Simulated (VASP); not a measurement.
Wanted: the native input for a VASP 6.6.1 run.

* Task: single point
* Functional: PBEsol
* Potentials or basis: VASP PAW PBE potentials, release 64 (Zr_sv, B)
* Cutoff: 520 eV
* k mesh: 14 × 14 × 14
* Occupations: gaussian, width 0.1 eV
* Spin: no spin polarisation
* Dipole correction: no
* Further INCAR settings: ALGO = Normal; EDIFF = 1e-06; NBANDS = 14

The structure of ZrB lies in POSCAR:

```
ZrB
1.0
    0.0000000000      2.4787833354      2.4787833354
    2.4787833354      0.0000000000      2.4787833354
    2.4787833354      2.4787833354      0.0000000000
Zr B
1 1
Direct
    0.0000000000      0.0000000000      0.0000000000
    0.5000000000      0.5000000000      0.5000000000
```

This cell differs from its parent crystal: volume scaled by 1.06.

One way to write it, as run:

INCAR

```
PREC = Accurate ; ENCUT = 520
EDIFF = 1E-6 ; ISMEAR = 0
SIGMA = 0.1 ; LREAL = False
LASPH = True ; NELM = 80
ALGO = Normal ; ISIF = 2
LWAVE = False ; LCHARG = False
GGA = PS ; NBANDS = 14
```

KPOINTS

```
regular mesh
0
Gamma
  14 14 14
```

Potentials or basis: VASP PAW PBE potentials, release 64 (Zr_sv, B).

Run with:

```sh
$ cat potpaw_PBE.64/Zr_sv/POTCAR potpaw_PBE.64/B/POTCAR > POTCAR
$ mpirun -np 1 vasp_std > vasp.out
```

It gave:

| Item | Value |
| --- | --- |
| Pressure | -8.6 GPa |

Caveat: the PAW data sets were made with another functional, which shifts forces and pressure a little.

Run time: 87 s on 1 thread of AMD EPYC 7R13 (shared host), peak memory 0.19 GiB.
